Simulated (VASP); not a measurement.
## Zr: single point with PBE

The system is Zr, a slab with vacuum.

```
Zr
1.0
     3.23110    0.00000    0.00000
     0.00000    5.17514    0.00000
     0.00000    0.00000   19.73100
Zr
4
Direct
  0.00000 0.75000 0.42963
  0.50000 0.25000 0.44458
  0.50000 0.75000 0.55542
  0.00000 0.25000 0.57037
```

```yaml
Program: VASP 6.6.1
Task: single point
Functional: PBE
Potentials_or_basis: VASP PAW PBE potentials, release 64 (Zr_sv)
Cutoff: 520 eV
k_mesh: 13 × 8 × 1
Occupations: fermi-dirac, width 0.08 eV
Spin: no spin polarisation
```

- Largest force: 0.012 eV/Å
- Band gap on the k mesh: zero (bands 24 and 25 overlap by 0.66 eV)

Forces on the atoms (eV/Å):
```
Zr   0.000  0.000 -0.012
Zr   0.000  0.000 -0.004
Zr   0.000  0.000  0.004
Zr   0.000  0.000  0.012
```

Levels at points of the mesh, in eV from the Fermi level:
```
           k point  band 20  band 21  band 22  band 23  band 24  band 25  band 26  band 27  band 28  band 29
(0.00, 0.00, 0.00)    -2.32    -2.11    -0.26     0.13     0.38     0.62     0.93     1.08     1.29     1.90
(0.00, 0.50, 0.00)    -2.06    -0.84    -0.84    -0.25    -0.25     0.51     0.51     1.32     1.32     1.48
```

It took 5.8 min on 1 thread of AMD EPYC 9R45 96-Core Processor (Zen 5), with other jobs on the host, peak memory 0.5 GiB.
